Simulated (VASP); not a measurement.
Input of a VASP 6.6.1 run:

File INCAR:

```
ALGO = Normal
EDIFF = 1E-6
ENCUT = 520
GGA = PE
ISIF = 2
ISMEAR = -1
IVDW = 12
LASPH = True
LCHARG = False
LREAL = False
LWAVE = False
NBANDS = 18
NELM = 80
PREC = Accurate
SIGMA = 0.15
```

KPOINTS

```
k-points
0
Gamma
  9 9 6
```

POSCAR

```
PtSe2
1.0
    3.8207702553      0.0000000000      0.0000000000
   -1.9103851276      3.3088855357      0.0000000000
    0.0000000000      0.0000000000      5.1935389452
Pt Se
1 2
Direct
    0.0000000000      0.0000000000      0.0000000000
    0.3333333333      0.6666666667      0.2500000000
    0.6666666667      0.3333333333      0.7500000000
```

Potentials or basis: VASP PAW PBE potentials, release 64 (Pt, Se).

The run is started by

```bash
$ cat potpaw_PBE.64/Pt/POTCAR potpaw_PBE.64/Se/POTCAR > POTCAR
$ mpirun -np 1 vasp_std > vasp.out
```

Predict the band gap on the k mesh.

zero (band 11 reaches 5.87 eV, above the bottom of band 12 at 5.53 eV).

What does it give for the largest force?

0.249 eV/Å.

What does it give for the dispersion energy per atom?

-0.441 eV.

Estimate the pressure.

-5.4 GPa.

Stress tensor (GPa, compression positive):
```
-5.73  0.00  0.00
 0.00 -5.73  0.00
 0.00  0.00 -4.70
```

Caveat: three body term missing; spin-orbit coupling is left out, which moves the levels of the heavy elements; pairwise dispersion overbinds metals, which lowers pressure and volume.
